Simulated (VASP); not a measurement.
# Hg (P6/mmm) in VASP: notebook

The runs below take Hg through single point, with LDA.

Everything below comes from runs of VASP 6.6.1. Logs are shortened: lines on timing, memory, paths and dates and some standing lists are left out, and cuts for length are marked.

## 1. The cell of the first run

It takes space group P6/mmm (No. 191, hexagonal). Conventional cell: a = 4.936 Å, b = 4.936 Å, c = 2.847 Å, α = 90.00°, β = 90.00°, γ = 120.00°. Hg (site symmetry 6/mmm) has 14 Hg at 2.85 to 3.19 Å within 3.8 Å. Hg (site symmetry -6m2) has 11 Hg at 2.85 to 3.19 Å within 3.8 Å.

## 2. Single point, LDA

Input file INCAR:

```
PREC = Accurate
ENCUT = 520
EDIFF = 1E-6
ISMEAR = -1
SIGMA = 0.1
LREAL = False
LASPH = True
NELM = 80
ALGO = Normal
ISIF = 2
LWAVE = False
LCHARG = False
NBANDS = 25
```

Input file KPOINTS:

```
Automatic mesh
0
Gamma
  8 8 11
```

Input file POSCAR:

```
Hg
1.0
    4.9362279090      0.0000000000      0.0000000000
   -2.4681139545      4.2748987680      0.0000000000
    0.0000000000      0.0000000000      2.8474803396
Hg
3
Direct
    0.0000000000      0.0000000000      0.0000000000
    0.3333333333      0.6666666667      0.5000000000
    0.6666666667      0.3333333333      0.5000000000
```

Potentials or basis: VASP PAW LDA potentials, release 64 (Hg).

On the command line:

```bash
> cat potpaw_LDA.64/Hg/POTCAR > POTCAR
> mpirun -np 1 vasp_std > vasp.out
```

OUTCAR:

```text
PREC = Accurate
   ENCUT = 520
   EDIFF = 1E-6
   ISMEAR = -1
   LREAL = False
   LASPH = True
   NELM = 80
   ISIF = 2

 ion  position               nearest neighbor table
   1  0.000  0.000  0.000-   2 3.19   3 3.19   2 3.19   3 3.19   2 3.19   2 3.19   3 3.19   3 3.19
                             3 3.19   3 3.19   2 3.19   2 3.19
   2  0.333  0.667  0.500-   3 2.85   3 2.85   3 2.85   1 3.19   1 3.19   1 3.19   1 3.19   1 3.19
                             1 3.19
   3  0.667  0.333  0.500-   2 2.85   2 2.85   2 2.85   1 3.19   1 3.19   1 3.19   1 3.19   1 3.19
                             1 3.19

  LATTYP: Found a hexagonal cell.
 ALAT       =     4.9362279090
 C/A-ratio  =     0.5768534987

  Lattice vectors:

 A1 = (   4.9362279090,   0.0000000000,   0.0000000000)
 A2 = (  -2.4681139545,   4.2748987680,   0.0000000000)
 A3 = (   0.0000000000,   0.0000000000,   2.8474803396)

Analysis of symmetry for initial positions (statically):
=====================================================================
 Subroutine PRICEL returns:
 Original cell was already a primitive cell.

 Routine SETGRP: Setting up the symmetry group for a
 hexagonal supercell.

 Subroutine GETGRP returns: Found 24 space group operations
 (whereof 24 operations were pure point group operations)
 out of a pool of 24 trial point group operations.

The static configuration has the point symmetry D_6h.

Analysis of symmetry for dynamics (positions and initial velocities):
=====================================================================
 Subroutine PRICEL returns:
 Original cell was already a primitive cell.

 Routine SETGRP: Setting up the symmetry group for a
 hexagonal supercell.

 Subroutine GETGRP returns: Found 24 space group operations
 (whereof 24 operations were pure point group operations)
 out of a pool of 24 trial point group operations.

The dynamic configuration has the point symmetry D_6h.

 Subroutine INISYM returns: Found 24 space group operations
 (whereof 24 operations are pure point group operations),
 and found     1 'primitive' translations

----------------------------------------------------------------------------------------

                                     Primitive cell

  volume of cell :      60.0872

  direct lattice vectors                    reciprocal lattice vectors
     4.936227909  0.000000000  0.000000000     0.202583839  0.116961834  0.000000000
    -2.468113955  4.274898768  0.000000000     0.000000000  0.233923668  0.000000000
     0.000000000  0.000000000  2.847480340     0.000000000  0.000000000  0.351187675

  length of vectors
     4.936227909  4.936227909  2.847480340     0.233923668  0.233923668  0.351187675

  position of ions in fractional coordinates (direct lattice)
     0.000000000  0.000000000  0.000000000
     0.333333333  0.666666667  0.500000000
     0.666666667  0.333333333  0.500000000

  ion indices of the primitive-cell ions
   primitive index   ion index
                 1           1
                 2           2
                 3           3

----------------------------------------------------------------------------------------

 KPOINTS: Automatic mesh

Automatic generation of k-mesh.
 Grid dimensions read from file:
 generate k-points for:    8    8   11

 Generating k-lattice:

  Cartesian coordinates                     Fractional coordinates (reciprocal lattice)
     0.025322980  0.014620229  0.000000000     0.125000000  0.000000000  0.000000000
     0.000000000  0.029240458  0.000000000     0.000000000  0.125000000  0.000000000
     0.000000000  0.000000000  0.031926152     0.000000000  0.000000000  0.090909091

  Length of vectors
     0.029240458  0.029240458  0.031926152

  Shift w.r.t. Gamma in fractional coordinates (k-lattice)
     0.000000000  0.000000000  0.000000000

 Subroutine IBZKPT returns following result:
 ===========================================

 Found     60 irreducible k-points:

 Following reciprocal coordinates:
            Coordinates               Weight
  0.000000  0.000000  0.000000      1.000000
  0.125000  0.000000  0.000000      6.000000
  0.250000  0.000000  0.000000      6.000000
  0.375000  0.000000  0.000000      6.000000
  0.500000  0.000000  0.000000      3.000000
  0.125000  0.125000  0.000000      6.000000
[... 16 lines left out ...]
  0.250000  0.000000  0.181818     12.000000
  0.375000  0.000000  0.181818     12.000000
 [... further k-points ...]
   k-points           NKPTS =     60   k-points in BZ     NKDIM =     60   number of bands    NBANDS=     25
   number of dos      NEDOS =    301   number of ions     NIONS =      3
   total plane-waves  NPLWV =  38400
   dimension x,y,z NGX =    40 NGY =   40 NGZ =   24
   dimension x,y,z NGXF=    80 NGYF=   80 NGZF=   48
   ions per type =               3
   NGX,Y,Z   is equivalent  to a cutoff of  13.47, 13.47, 14.01 a.u.
   NGXF,Y,Z  is equivalent  to a cutoff of  26.94, 26.94, 28.02 a.u.
 SYSTEM =  unknown system
   PREC   = accura    normal or accurate (medium, high low for compatibility)
   ISTART =      0    job   : 0-new  1-cont  2-samecut
   ICHARG =      2    charge: 1-file 2-atom 10-const
   ISPIN  =      1    spin polarized calculation?
   LNONCOLLINEAR =      F non collinear calculations
   LSORBIT =      F    spin-orbit coupling
   LASPH  =      T    aspherical Exc in radial PAW
   ENCUT  =  520.0 eV  38.22 Ry    6.18 a.u.   9.18  9.18  5.29*2*pi/ulx,y,z
   NELM   =     80;   NELMIN=  2; NELMDL= -5     # of ELM steps
   EDIFF  = 0.1E-05   stopping-criterion for ELM
   LREAL  =      F    real-space projection
   EDIFFG = 0.1E-04   stopping-criterion for IOM
   NSW    =      0    number of steps for IOM
   IBRION =     -1    ionic relax: 0-MD 1-quasi-New 2-CG
   NFREE  =      0    steps in history (QN), initial steepest desc. (CG)
   ISIF   =      2    stress and relaxation
   ISYM   =      2    0-nonsym 1-usesym 2-fastsym
   POTIM  = 0.5000    time-step for ionic-motion
   TEBEG  =    0.0;   TEEND  =   0.0 temperature during run
   PSTRESS=    0.0 pullay stress
   NELECT =      36.0000    total number of electrons
   NUPDOWN=      -1.0000    fix difference up-down
   EMIN   =  10.00;   EMAX   =-10.00  energy-range for DOS
   EFERMI =   0.00;   METHOD = LEGACY
   ISMEAR =    -1;   SIGMA  =   0.10  broadening in eV -4-tet -1-fermi 0-gaus
   EFERMI_NEDOS =   21; number of points for ismear=-14 and -15
   IALGO  =     38    algorithm
   IMIX   =      4    mixing-type and parameters
     AMIX     =   0.40;   BMIX     =  1.00
     AMIX_MAG =   1.60;   BMIX_MAG =  1.00
  volume/ion in A,a.u.               =      20.03       135.16
  Fermi-wavevector in a.u.,A,eV,Ry     =   1.380114  2.608038 25.915230  1.904716
  Thomas-Fermi vector in A             =   2.505021
   LORBIT       =      0    0 simple, 1 ext, 2 COOP (PROOUT), +10 PAW based schemes
   GGA     = CA    functional components
   LHFCALC =     F    Hartree Fock is set to
   AEXX    =    0.0000 exact exchange contribution
   IVDW    =     0    specifies the selected vdW correction
   LEPSILON=     F    determine dielectric tensor
   LRPA    =     F    only Hartree local field effects (RPA)
 non-spin polarized calculation
  energy-cutoff  :      520.00
  volume of cell :       60.09
 maximum number of plane-waves:      1631
 NGX is ok and might be reduce to    40
   NGX = 19   NGY = 19   NGZ = 11

 number of electron      36.0000001 magnetization

 Free energy of the ion-electron system (eV)
  ---------------------------------------------------
  ext. energy  EPLUGINS =         0.00000000
  ---------------------------------------------------
  free energy    TOTEN  =        -2.59122136 eV

  energy without entropy =       -2.56841863  energy(sigma->0) =       -2.57982000

 E-fermi :   4.1326     XC(G=0): -12.0773

 val. band max:        4.0096067085   @ k =   0.0000   0.0000   0.1818
 cond. band min:       4.1561466498   @ k =   0.2500   0.0000   0.1818
 fundamental gap:      0.1465399413
 Fermi energy:         4.1325773230

 k-point     1 :       0.0000    0.0000    0.0000
  band No.  band energies     occupation
      1      -6.5786      2.00000
      2      -5.1308      2.00000
      3      -4.4190      2.00000
      4      -4.1394      2.00000
      5      -3.6965      2.00000
      6      -3.6965      2.00000
[... 17 lines left out ...]
     24      18.9240      0.00000
     25      19.9359      0.00000

 k-point     2 :       0.1250    0.0000    0.0000
  band No.  band energies     occupation
      1      -6.4252      2.00000
      2      -5.1006      2.00000
      3      -4.4644      2.00000
      4      -4.2188      2.00000
      5      -3.9620      2.00000
      6      -3.9135      2.00000
[... 17 lines left out ...]
     24      18.4777      0.00000
     25      18.9155      0.00000

 k-point     3 :       0.2500    0.0000    0.0000
  band No.  band energies     occupation
      1      -5.9936      2.00000
      2      -5.0311      2.00000
      3      -4.6314      2.00000
      4      -4.4510      2.00000
      5      -4.1158      2.00000
      6      -4.0840      2.00000
[... 17 lines left out ...]
     24      16.6176      0.00000
     25      16.9536      0.00000

 k-point     4 :       0.3750    0.0000    0.0000
  band No.  band energies     occupation
      1      -5.4094      2.00000
      2      -5.0445      2.00000
      3      -4.7828      2.00000
      4      -4.5509      2.00000
      5      -4.2018      2.00000
      6      -4.1573      2.00000
[... 17 lines left out ...]
     24      15.0553      0.00000
     25      15.9171      0.00000
[... 477 lines left out ...]
 k-point    22 :       0.1250    0.0000    0.1818
  band No.  band energies     occupation
      1      -5.7366      2.00000
      2      -4.4699      2.00000
      3      -4.1497      2.00000
      4      -4.0653      2.00000
      5      -3.8263      2.00000
      6      -3.7051      2.00000
[... 17 lines left out ...]
     24      16.9751      0.00000
     25      17.7551      0.00000

 k-point    23 :       0.2500    0.0000    0.1818
  band No.  band energies     occupation
      1      -5.3425      2.00000
      2      -4.4382      2.00000
      3      -4.3795      2.00000
      4      -4.1551      2.00000
      5      -3.8965      2.00000
      6      -3.7039      2.00000
[... 17 lines left out ...]
     24      15.2504      0.00000
     25      16.7061      0.00000

 k-point    24 :       0.3750    0.0000    0.1818
  band No.  band energies     occupation
      1      -4.7968      2.00000
      2      -4.6602      2.00000
      3      -4.2637      2.00000
      4      -4.1865      2.00000
      5      -3.9773      2.00000
      6      -3.8427      2.00000
[... 17 lines left out ...]
     24      13.9947      0.00000
     25      14.8971      0.00000

 [... further k-points ...]

------------------------ aborting loop because EDIFF is reached ----------------------------------------

  FORCE on cell =-STRESS in cart. coord.  units (eV):
  Direction    XX          YY          ZZ          XY          YZ          ZX
  --------------------------------------------------------------------------------------
  -------------------------------------------------------------------------------------
  Total        3.9855523      3.9855523      4.0931789     -0.0000000     -0.0000000      0.0000000
  in kB      106.2716263    106.2716263    109.1414053     -0.0000000     -0.0000000      0.0000000
  external PRESSURE =     107.2282193 kB  Pullay stress =       0.0000000 kB

 VOLUME and BASIS-vectors are now :
 -----------------------------------------------------------------------------
  energy-cutoff  :      520.00
  volume of cell :       60.09
      direct lattice vectors                 reciprocal lattice vectors
     4.936227909  0.000000000  0.000000000     0.202583839  0.116961834  0.000000000
    -2.468113955  4.274898768  0.000000000     0.000000000  0.233923668  0.000000000
     0.000000000  0.000000000  2.847480340     0.000000000  0.000000000  0.351187675

 POSITION                                       TOTAL-FORCE (eV/Angst)
 -----------------------------------------------------------------------------------
      0.00000      0.00000      0.00000         0.000000      0.000000      0.000000
     -0.00000      2.84993      1.42374        -0.000000      0.000000     -0.000000
      2.46811      1.42497      1.42374         0.000000     -0.000000      0.000000
 -----------------------------------------------------------------------------------
    total drift:                                0.000000     -0.000000      0.000000

  FREE ENERGIE OF THE ION-ELECTRON SYSTEM (eV)
  ---------------------------------------------------
  free  energy   TOTEN  =        -2.5912213598 eV

  energy  without entropy=       -2.5684186340  energy(sigma->0) =       -2.57982000
```

Run time: 71 s. Hardware: 1 thread of Intel Xeon 6975P-C (Granite Rapids), shared host; peak memory 0.2 GiB.

Results:

| Property | Result |
| --- | --- |
| Free energy | -2.5912 eV |
| Pressure | 10.7 GPa |
| Band gap on the k mesh | zero (bands 18 and 19 overlap by 4.18 eV) |

Stress tensor (GPa, compression positive):
```
10.63  0.00  0.00
 0.00 10.63  0.00
 0.00  0.00 10.91
```

Levels at points of the mesh, in eV from the Fermi level:
```tsv
k point	band 16	band 17	band 18	band 19	band 20	band 21
(0.00, 0.00, 0.00)	-6.01	-1.01	-0.48	1.69	1.69	1.70
(0.50, 0.00, 0.00)	-6.00	-5.92	-2.47	-1.27	6.99	7.06
```

Caveat: the cell stands under pressure; spin-orbit coupling is left out, which moves the levels of the heavy elements.

## 3. Single point, LDA

Input file INCAR:

```
  PREC = Accurate
  ENCUT = 520
  EDIFF = 1E-7
  ISMEAR = -1
  SIGMA = 0.1
  LREAL = False
  LASPH = True
  NELM = 60
  ALGO = Normal
  ISIF = 2
  LWAVE = False
  LCHARG = False
  GGA = CA
  NBANDS = 25
```

KPOINTS is that of step 2.

POSCAR is that of step 2.

Potentials or basis: VASP PAW LDA potentials, release 64 (Hg).

On the command line:

```bash
> cat potpaw_LDA.64/Hg/POTCAR > POTCAR
> mpirun -np 1 vasp_std > vasp.out
```

Run time: 1.9 min. Hardware: 1 thread of Intel Xeon 6975P-C (Granite Rapids), shared host; peak memory 0.2 GiB.

The run converged. Its results:

- Free energy: -2.5912 eV
- Pressure: 10.7 GPa
- Band gap on the k mesh: zero (bands 18 and 19 overlap by 4.18 eV)

Stress tensor (GPa, compression positive):
```
10.64  0.00  0.00
 0.00 10.64  0.00
 0.00  0.00 10.93
```

Levels at points of the mesh, in eV from the Fermi level:
```csv
k point,band 14,band 15,band 16,band 17,band 18,band 19,band 20,band 21,band 22,band 23
"(0.00, 0.00, 0.00)",-6.84,-6.01,-6.01,-1.01,-0.48,1.69,1.69,1.70,1.70,9.71
"(0.50, 0.00, 0.00)",-6.26,-6.22,-6.00,-5.92,-2.47,-1.27,6.99,7.06,8.92,8.95
```

Caveat: the cell stands under pressure; spin-orbit coupling is left out, which moves the levels of the heavy elements.

The gap in the log of VASP goes by the Fermi energy; the results here count the filled bands.